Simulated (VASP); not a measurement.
The system is HfO2.

```
Hf O
1.0
     3.55802    0.00000    0.00000
     0.00000    3.55802    0.00000
     0.00000    0.00000    5.17186
Hf O
2 4
Cartesian
  0.0000 0.0000 0.0000
  1.7790 1.7790 2.5859
  0.0000 1.7790 1.0199
  1.7790 0.0000 1.5660
  1.7790 0.0000 4.1519
  0.0000 1.7790 3.6059
```

Base run:

| Item | Value |
| --- | --- |
| Program | VASP 6.6.1 |
| Functional | PBEsol |
| Potentials or basis | VASP PAW PBE potentials, release 64 (Hf_pv, O) |
| Cutoff | 520 eV |
| k mesh | 6 × 6 × 4 |
| Occupations | fermi-dirac, width 0.05 eV |
| Spin | non-collinear spin, zero start, spin-orbit coupling |
| Starting moments | [[0.0, 0.0, 0.0], [0.0, 0.0, 0.0], [0.0, 0.0, 0.0], [0.0, 0.0, 0.0], [0.0, 0.0, 0.0], [0.0, 0.0, 0.0]] μB |

Its results: pressure -1.3 GPa; net moment 0.00 μB per cell; largest force 0.050 eV/Å.

Task: The run is repeated on the same cell with these changes: functional from PBEsol to PBE; further incar settings from ALGO = Normal; EDIFF = 1e-07; NBANDS = 60 to ALGO = Normal; EDIFF = 1e-06; NBANDS = 60. What comes out?

Result: Pressure 6.6 GPa; net moment 0.00 μB per cell; largest force 0.087 eV/Å.

Caveats: the PAW data sets were made with another functional, which shifts forces and pressure a little (at least some runs); the cell stands under pressure (at least some runs).
